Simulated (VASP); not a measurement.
# CoSi (P2_13) in VASP: further runs

The runs below take CoSi through single point, relaxation of cell and atoms, with PBE+D3(BJ).

Program: VASP 6.6.1. These are calculated values, not measurements. Logs are shortened: lines on timing, memory, paths and dates and some standing lists are left out, and cuts for length are marked.

**1. The cell of the first run**

The structure is cubic, space group P2_13 (No. 198). The conventional cell has a = 4.381 Å, b = 4.381 Å, c = 4.381 Å, α = 90.00°, β = 90.00°, γ = 90.00°. Within 3.0 Å of Co (site symmetry 3) lie 7 Si at 2.30 to 2.40 Å and 6 Co at 2.70 Å. Within 3.0 Å of Si (site symmetry 3) lie 7 Co at 2.30 to 2.40 Å and 6 Si at 2.71 Å.

**2. Single point, PBE+D3(BJ)**

Input file INCAR:

```
PREC     = Accurate       # precision mode
ENCUT    = 520            # plane-wave cutoff, eV
EDIFF    = 1E-7           # SCF threshold, eV
ISMEAR   = 0              # smearing method
SIGMA    = 0.1            # smearing width, eV
LREAL    = F              # projectors in reciprocal space
LASPH    = T              # aspherical terms in the spheres
NELM     = 80             # most SCF steps
ALGO     = Normal         # electronic algorithm
ISIF     = 2              # what is computed and relaxed
LWAVE    = F              # write WAVECAR
LCHARG   = F              # write CHGCAR
GGA      = PE             # functional
IVDW     = 12             # dispersion correction
NBANDS   = 36             # bands
```

Input file KPOINTS:

```
regular mesh
0
Gamma
  8 8 8
```

Input file POSCAR:

```
CoSi
1.0
    4.3812163806      0.0000000000      0.0000000000
    0.0000000000      4.3812163806      0.0000000000
    0.0000000000      0.0000000000      4.3812163806
Co Si
4 4
Direct
    0.1460998389      0.1460998389      0.1460998389
    0.3539001611      0.8539001611      0.6460998389
    0.6460998389      0.3539001611      0.8539001611
    0.8539001611      0.6460998389      0.3539001611
    0.8436334741      0.8436334741      0.8436334741
    0.6563665259      0.1563665259      0.3436334741
    0.3436334741      0.6563665259      0.1563665259
    0.1563665259      0.3436334741      0.6563665259
```

Potentials or basis: VASP PAW PBE potentials, release 64 (Co, Si).

Command:

```
cat potpaw_PBE.64/Co/POTCAR potpaw_PBE.64/Si/POTCAR > POTCAR
mpirun -np 1 vasp_std > vasp.out
```

OUTCAR:

```text
PREC = Accurate
   ENCUT = 520
   EDIFF = 1E-7
   ISMEAR = 0
   LREAL = F
   LASPH = T
   NELM = 80
   ISIF = 2
   GGA = PE
   IVDW = 12
 IVDW          = 12

 ion  position               nearest neighbor table
   1  0.146  0.146  0.146-   5 2.30   6 2.31   7 2.31   8 2.31   7 2.40   8 2.40   6 2.40   3 2.70
                             4 2.70   2 2.70   2 2.70   4 2.70   3 2.70
   2  0.354  0.854  0.646-   6 2.30   5 2.31   7 2.31   8 2.31   7 2.40   8 2.40   5 2.40   1 2.70
                             1 2.70   3 2.70   3 2.70   4 2.70   4 2.70
   3  0.646  0.354  0.854-   7 2.30   6 2.31   5 2.31   8 2.31   8 2.40   6 2.40   5 2.40   1 2.70
                             4 2.70   2 2.70   2 2.70   4 2.70   1 2.70
   4  0.854  0.646  0.354-   8 2.30   6 2.31   7 2.31   5 2.31   6 2.40   5 2.40   7 2.40   1 2.70
                             3 2.70   2 2.70   1 2.70   2 2.70   3 2.70
   5  0.844  0.844  0.844-   1 2.30   2 2.31   3 2.31   4 2.31   3 2.40   4 2.40   2 2.40   6 2.71
                             7 2.71   8 2.71   6 2.71   8 2.71   7 2.71
   6  0.656  0.156  0.344-   2 2.30   1 2.31   3 2.31   4 2.31   3 2.40   4 2.40   1 2.40   8 2.71
                             5 2.71   5 2.71   7 2.71   7 2.71   8 2.71
   7  0.344  0.656  0.156-   3 2.30   2 2.31   1 2.31   4 2.31   4 2.40   2 2.40   1 2.40   8 2.71
                             5 2.71   8 2.71   6 2.71   6 2.71   5 2.71
   8  0.156  0.344  0.656-   4 2.30   2 2.31   3 2.31   1 2.31   2 2.40   1 2.40   3 2.40   7 2.71
                             5 2.71   7 2.71   5 2.71   6 2.71   6 2.71

  LATTYP: Found a simple cubic cell.
 ALAT       =     4.3812163806

  Lattice vectors:

 A1 = (   4.3812163806,   0.0000000000,   0.0000000000)
 A2 = (   0.0000000000,   4.3812163806,   0.0000000000)
 A3 = (   0.0000000000,   0.0000000000,   4.3812163806)

Analysis of symmetry for initial positions (statically):
=====================================================================
 Subroutine PRICEL returns:
 Original cell was already a primitive cell.

 Routine SETGRP: Setting up the symmetry group for a
 simple cubic supercell.

 Subroutine GETGRP returns: Found 12 space group operations
 (whereof  3 operations were pure point group operations)
 out of a pool of 48 trial point group operations.

The static configuration has the point symmetry C_3 .
 The point group associated with its full space group is T   .

Analysis of symmetry for dynamics (positions and initial velocities):
=====================================================================
 Subroutine PRICEL returns:
 Original cell was already a primitive cell.

 Routine SETGRP: Setting up the symmetry group for a
 simple cubic supercell.

 Subroutine GETGRP returns: Found 12 space group operations
 (whereof  3 operations were pure point group operations)
 out of a pool of 48 trial point group operations.

The dynamic configuration has the point symmetry C_3 .
 The point group associated with its full space group is T   .

 Subroutine INISYM returns: Found 12 space group operations
 (whereof  3 operations are pure point group operations),
 and found     1 'primitive' translations

----------------------------------------------------------------------------------------

                                     Primitive cell

  volume of cell :      84.0977

  direct lattice vectors                    reciprocal lattice vectors
     4.381216381  0.000000000  0.000000000     0.228247115  0.000000000  0.000000000
     0.000000000  4.381216381  0.000000000     0.000000000  0.228247115  0.000000000
     0.000000000  0.000000000  4.381216381     0.000000000  0.000000000  0.228247115

  length of vectors
     4.381216381  4.381216381  4.381216381     0.228247115  0.228247115  0.228247115

  position of ions in fractional coordinates (direct lattice)
     0.146099839  0.146099839  0.146099839
     0.353900161  0.853900161  0.646099839
     0.646099839  0.353900161  0.853900161
     0.853900161  0.646099839  0.353900161
     0.843633474  0.843633474  0.843633474
     0.656366526  0.156366526  0.343633474
     0.343633474  0.656366526  0.156366526
     0.156366526  0.343633474  0.656366526

  ion indices of the primitive-cell ions
   primitive index   ion index
                 1           1
                 2           2
                 3           3
                 4           4
                 5           5
                 6           6
                 7           7
                 8           8

----------------------------------------------------------------------------------------

 KPOINTS: regular mesh

Automatic generation of k-mesh.
 Grid dimensions read from file:
 generate k-points for:    8    8    8

 Generating k-lattice:

  Cartesian coordinates                     Fractional coordinates (reciprocal lattice)
     0.028530889  0.000000000  0.000000000     0.125000000  0.000000000  0.000000000
     0.000000000  0.028530889  0.000000000     0.000000000  0.125000000  0.000000000
     0.000000000  0.000000000  0.028530889     0.000000000  0.000000000  0.125000000

  Length of vectors
     0.028530889  0.028530889  0.028530889

  Shift w.r.t. Gamma in fractional coordinates (k-lattice)
     0.000000000  0.000000000  0.000000000

 Subroutine IBZKPT returns following result:
 ===========================================

 Found     45 irreducible k-points:

 Following reciprocal coordinates:
            Coordinates               Weight
  0.000000  0.000000  0.000000      1.000000
  0.125000  0.000000  0.000000      6.000000
  0.250000  0.000000  0.000000      6.000000
  0.375000  0.000000  0.000000      6.000000
  0.500000  0.000000  0.000000      3.000000
  0.125000  0.125000  0.000000     12.000000
[... 16 lines left out ...]
  0.250000  0.125000  0.125000     24.000000
  0.375000  0.125000  0.125000     24.000000
 [... further k-points ...]
   k-points           NKPTS =     45   k-points in BZ     NKDIM =     45   number of bands    NBANDS=     36
   number of dos      NEDOS =    301   number of ions     NIONS =      8
   total plane-waves  NPLWV =  46656
   dimension x,y,z NGX =    36 NGY =   36 NGZ =   36
   dimension x,y,z NGXF=    72 NGYF=   72 NGZF=   72
   ions per type =               4   4
   NGX,Y,Z   is equivalent  to a cutoff of  13.66, 13.66, 13.66 a.u.
   NGXF,Y,Z  is equivalent  to a cutoff of  27.32, 27.32, 27.32 a.u.
 SYSTEM =  unknown system
   PREC   = accura    normal or accurate (medium, high low for compatibility)
   ISTART =      0    job   : 0-new  1-cont  2-samecut
   ICHARG =      2    charge: 1-file 2-atom 10-const
   ISPIN  =      1    spin polarized calculation?
   LNONCOLLINEAR =      F non collinear calculations
   LSORBIT =      F    spin-orbit coupling
   LASPH  =      T    aspherical Exc in radial PAW
   ENCUT  =  520.0 eV  38.22 Ry    6.18 a.u.   8.15  8.15  8.15*2*pi/ulx,y,z
   NELM   =     80;   NELMIN=  2; NELMDL= -5     # of ELM steps
   EDIFF  = 0.1E-06   stopping-criterion for ELM
   LREAL  =      F    real-space projection
   EDIFFG = 0.1E-05   stopping-criterion for IOM
   NSW    =      0    number of steps for IOM
   IBRION =     -1    ionic relax: 0-MD 1-quasi-New 2-CG
   NFREE  =      0    steps in history (QN), initial steepest desc. (CG)
   ISIF   =      2    stress and relaxation
   ISYM   =      2    0-nonsym 1-usesym 2-fastsym
   POTIM  = 0.5000    time-step for ionic-motion
   TEBEG  =    0.0;   TEEND  =   0.0 temperature during run
   PSTRESS=    0.0 pullay stress
   NELECT =      52.0000    total number of electrons
   NUPDOWN=      -1.0000    fix difference up-down
   EMIN   =  10.00;   EMAX   =-10.00  energy-range for DOS
   EFERMI =   0.00;   METHOD = LEGACY
   ISMEAR =     0;   SIGMA  =   0.10  broadening in eV -4-tet -1-fermi 0-gaus
   EFERMI_NEDOS =   21; number of points for ismear=-14 and -15
   IALGO  =     38    algorithm
   IMIX   =      4    mixing-type and parameters
     AMIX     =   0.40;   BMIX     =  1.00
     AMIX_MAG =   1.60;   BMIX_MAG =  1.00
  volume/ion in A,a.u.               =      10.51        70.94
  Fermi-wavevector in a.u.,A,eV,Ry     =   1.394701  2.635604 26.465945  1.945192
  Thomas-Fermi vector in A             =   2.518225
   LORBIT       =      0    0 simple, 1 ext, 2 COOP (PROOUT), +10 PAW based schemes
   GGA     = PE    functional components
   LHFCALC =     F    Hartree Fock is set to
   AEXX    =    0.0000 exact exchange contribution
   IVDW    =    12    specifies the selected vdW correction
   LEPSILON=     F    determine dielectric tensor
   LRPA    =     F    only Hartree local field effects (RPA)
 non-spin polarized calculation
 Gauss-broadening in eV      SIGMA  =   0.10
  energy-cutoff  :      520.00
  volume of cell :       84.10
 maximum number of plane-waves:      2301
 NGX is ok and might be reduce to    36
   NGX = 17   NGY = 17   NGZ = 17

 number of electron      51.9999986 magnetization

 Free energy of the ion-electron system (eV)
  ---------------------------------------------------
  ext. energy  EPLUGINS =         0.00000000
  ---------------------------------------------------
  free energy    TOTEN  =       -54.68369849 eV

  energy without entropy =      -54.67739542  energy(sigma->0) =      -54.68054695

 E-fermi :  12.6460     XC(G=0): -13.0392

 val. band max:       12.6307595603   @ k =   0.5000   0.5000   0.3750
 cond. band min:      12.7748509043   @ k =   0.3750   0.3750   0.3750
 fundamental gap:      0.1440913440
 Fermi energy:        12.6460126913

 k-point     1 :       0.0000    0.0000    0.0000
  band No.  band energies     occupation
      1      -1.3247      2.00000
      2       4.2898      2.00000
      3       4.2898      2.00000
      4       4.2898      2.00000
      5       6.9943      2.00000
      6       6.9943      2.00000
[... 28 lines left out ...]
     35      16.3308      0.00000
     36      17.5955      0.00000
[... 866 lines left out ...]
      6       6.8514      2.00000
[... 28 lines left out ...]
     35      17.5983      0.00000
     36      18.4805      0.00000

 [... further k-points ...]

------------------------ aborting loop because EDIFF is reached ----------------------------------------

 Edisp (eV)   -4.07557

 E8    (eV) :    -1.7280

  FORCE on cell =-STRESS in cart. coord.  units (eV):
  Direction    XX          YY          ZZ          XY          YZ          ZX
  --------------------------------------------------------------------------------------
  -------------------------------------------------------------------------------------
  Total      -0.06270    -0.06270    -0.06270     0.00000     0.00000     0.00000
  in kB      -1.19460    -1.19460    -1.19460     0.00000     0.00000     0.00000
  external pressure =       -1.19 kB  Pullay stress =        0.00 kB

 VOLUME and BASIS-vectors are now :
 -----------------------------------------------------------------------------
  energy-cutoff  :      520.00
  volume of cell :       84.10
      direct lattice vectors                 reciprocal lattice vectors
     4.381216381  0.000000000  0.000000000     0.228247115  0.000000000  0.000000000
     0.000000000  4.381216381  0.000000000     0.000000000  0.228247115  0.000000000
     0.000000000  0.000000000  4.381216381     0.000000000  0.000000000  0.228247115

 POSITION                                       TOTAL-FORCE (eV/Angst)
 -----------------------------------------------------------------------------------
      0.64010      0.64010      0.64010         0.001149      0.001149      0.001149
      1.55051      3.74112      2.83070        -0.001149     -0.001149      0.001149
      2.83070      1.55051      3.74112         0.001149     -0.001149     -0.001149
      3.74112      2.83070      1.55051        -0.001149      0.001149     -0.001149
      3.69614      3.69614      3.69614         0.000939      0.000939      0.000939
      2.87568      0.68508      1.50553        -0.000939     -0.000939      0.000939
      1.50553      2.87568      0.68508         0.000939     -0.000939     -0.000939
      0.68508      1.50553      2.87568        -0.000939      0.000939     -0.000939
 -----------------------------------------------------------------------------------
    total drift:                                0.000000      0.000000      0.000000

  FREE ENERGIE OF THE ION-ELECTRON SYSTEM (eV)
  ---------------------------------------------------
  free  energy   TOTEN  =       -58.7592721998 eV

  energy  without entropy=      -58.7529691349  energy(sigma->0) =      -58.75612067
```

It took 99 s on 1 thread of Intel Xeon Platinum 8559C (Emerald Rapids), shared host; peak memory 0.27 GiB.

Results:

```yaml
Free_energy: -58.7593 eV
Pressure: -0.1 GPa
Band_gap_on_the_k_mesh: zero (bands 26 and 27 overlap by 0.22 eV)
Dispersion_energy_per_atom: -0.509 eV
```

Spin polarisation is off, so any magnetic state and its effect on volume and gap are missing.

**3. Relaxation of cell and atoms, PBE+D3(BJ)**

This run uses another cell than the first one, of 10.87 Å³/atom.

Input file INCAR:

```
PREC = Accurate ; ENCUT = 600
EDIFF = 1E-6 ; ISMEAR = 0
SIGMA = 0.1 ; LREAL = F
LASPH = T ; NELM = 100
ALGO = Normal ; ISIF = 3
LWAVE = F ; LCHARG = F
GGA = PE ; IVDW = 12
IBRION = 2 ; NSW = 70
EDIFFG = -0.005
```

KPOINTS is that of step 2.

Input file POSCAR:

```
CoSi
1.0
    4.4308490700      0.0000000000      0.0000000000
    0.0000000000      4.4308490700      0.0000000000
    0.0000000000      0.0000000000      4.4308490700
Co Si
4 4
Direct
    0.1450189116      0.1450189116      0.1450189116
    0.3549810884      0.8549810884      0.6450189116
    0.6450189116      0.3549810884      0.8549810884
    0.8549810884      0.6450189116      0.3549810884
    0.8431597104      0.8431597104      0.8431597104
    0.6568402896      0.1568402896      0.3431597104
    0.3431597104      0.6568402896      0.1568402896
    0.1568402896      0.3431597104      0.6568402896
```

Potentials or basis: VASP PAW PBE potentials, release 64 (Co, Si).

Command:

```
cat potpaw_PBE.64/Co/POTCAR potpaw_PBE.64/Si/POTCAR > POTCAR
mpirun -np 1 vasp_std > vasp.out
```

It took 6.8 min on 1 thread of Intel Xeon Platinum 8559C (Emerald Rapids), shared host; peak memory 0.3 GiB.

It converged, with:

- Free energy: -58.7597 eV
- Relaxed volume: 10.51 Å³/atom
- Relaxed cell: a = 4.381 Å, b = 4.381 Å, c = 4.381 Å, α = 90.00°, β = 90.00°, γ = 90.00°
- Space group after relaxing (to 0.1 Å): P2_13 (No. 198)
- Energy gained by relaxing: 9.2 meV/atom
- Ionic steps: 8
- Pressure after relaxing: -0.1 GPa
- Largest force after relaxing: 0.005 eV/Å
- Band gap on the k mesh: zero (bands 26 and 27 overlap by 0.22 eV)
- Dispersion energy per atom: -0.510 eV

Forces in eV/Å, atoms in the order of the input:
```
Co   0.002  0.002  0.002
Co  -0.002 -0.002  0.002
Co   0.002 -0.002 -0.002
Co  -0.002  0.002 -0.002
Si  -0.003 -0.003 -0.003
Si   0.003  0.003 -0.003
Si  -0.003  0.003  0.003
Si   0.003 -0.003  0.003
```

The path:
| step | energy change (eV) | largest force (eV/Å) | pressure (GPa) | volume (Å³) |
| --- | --- | --- | --- | --- |
| 1 | 0.0000 | 0.0048 | -7.67 | 86.99 |
| 2 | 0.0490 | 0.1862 | 11.47 | 80.60 |
| 3 | -0.0716 | 0.0755 | -0.07 | 84.12 |
| 4 | -0.0716 | 0.0771 | 0.08 | 84.07 |
| 5 | -0.0727 | 0.0490 | 0.13 | 84.04 |
| 6 | -0.0731 | 0.0283 | 0.16 | 83.99 |
| 7 | -0.0732 | 0.0165 | 0.08 | 84.00 |
| 8 | -0.0732 | 0.0048 | -0.06 | 84.07 |

Final structure:
```
CELL_PARAMETERS angstrom
4.38076 0.00000 0.00000
0.00000 4.38076 0.00000
0.00000 0.00000 4.38076
ATOMIC_POSITIONS crystal
Co 0.14611 0.14611 0.14611
Co 0.35389 0.85389 0.64611
Co 0.64611 0.35389 0.85389
Co 0.85389 0.64611 0.35389
Si 0.84369 0.84369 0.84369
Si 0.65631 0.15631 0.34369
Si 0.34369 0.65631 0.15631
Si 0.15631 0.34369 0.65631
```

Levels at points of the mesh, in eV from the Fermi level:
| k point | band 22 | band 23 | band 24 | band 25 | band 26 | band 27 | band 28 | band 29 | band 30 | band 31 |
| --- | --- | --- | --- | --- | --- | --- | --- | --- | --- | --- |
| (0.00, 0.00, 0.00) | -0.97 | -0.83 | -0.83 | -0.02 | -0.02 | -0.02 | 2.64 | 2.64 | 2.64 | 2.99 |
| (0.50, 0.00, 0.00) | -1.10 | -0.69 | -0.69 | -0.52 | -0.52 | 1.03 | 1.03 | 1.59 | 1.59 | 4.39 |
| (0.50, 0.50, 0.00) | -1.56 | -1.06 | -1.06 | -0.05 | -0.05 | 0.61 | 0.61 | 2.12 | 2.12 | 2.61 |
| (0.50, 0.50, 0.50) | -1.30 | -1.30 | -1.30 | -0.24 | -0.24 | -0.24 | -0.24 | 5.63 | 5.63 | 5.63 |

The gap in the log of VASP goes by the Fermi energy; the results here count the filled bands.